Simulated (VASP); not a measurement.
Crystal: SrO.

```xyz
2
Lattice="0.0000 2.5698 2.5698 2.5698 0.0000 2.5698 2.5698 2.5698 0.0000" Properties=species:S:1:pos:R:3 pbc="T T T"
Sr    0.0000    0.0000    0.0000
O     2.5698    2.5698    2.5698
```

Program: VASP 6.6.1. Alike in all runs: no spin polarisation; cell as given; smearing fermi-dirac 0.03 eV.

Task: Order these runs on this cell by their pressure, lowest first.
A. level LDA; potentials or basis VASP PAW LDA potentials, release 64 (Sr_sv, O); k mesh 8 × 8 × 8; cutoff (eV) 600
B. level PBE; potentials or basis VASP PAW PBE potentials, release 64 (Sr_sv, O); k mesh 4 × 4 × 4; cutoff (eV) 520
C. level r2SCAN; potentials or basis VASP PAW PBE potentials, release 64 (Sr_sv, O); k mesh 8 × 8 × 8; cutoff (eV) 580

Result: A (-3.6 GPa), C (1.6 GPa), B (3.5 GPa).

Caveats: some runs use coarse meshes; the PAW data sets were made with another functional, which shifts forces and pressure a little (some runs).
